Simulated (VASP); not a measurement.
Runs of VASP 6.6.1 on Re. The structure is that of space group P6_3/mmc (No. 194), or close to it. The cells are those of the table. 

```csv
cell,gap on the mesh (eV),pressure (GPa)
"a = 2.690, b = 2.690, c = 4.358 Å, angles 90.0, 90.0, 120.0°, 2 atoms",none,40.3
"a = 2.774, b = 2.774, c = 4.484 Å, angles 90.0, 90.0, 120.0°, 2 atoms",none,-0.5
"a = 2.728, b = 2.728, c = 4.415 Å, angles 90.0, 90.0, 120.0°, 2 atoms",none,19.9
"a = 2.659, b = 2.659, c = 4.308 Å, angles 90.0, 90.0, 120.0°, 2 atoms",none,(a)
```

Alike in all rows: task single point; level PBE; potentials or basis VASP PAW PBE potentials, release 64 (Re); no spin polarisation; k mesh 10 × 10 × 6; cutoff (eV) 520; smearing fermi-dirac 0.05 eV.

Task: Estimate the missing entries.

Result: (a) 60.8.

Caveats: spin-orbit coupling is left out, which moves the levels of the heavy elements.

A k mesh can miss the band edges, and the runs leave out spin-orbit coupling on Re.

A gap of «none» marks levels without a gap at the run's occupations.
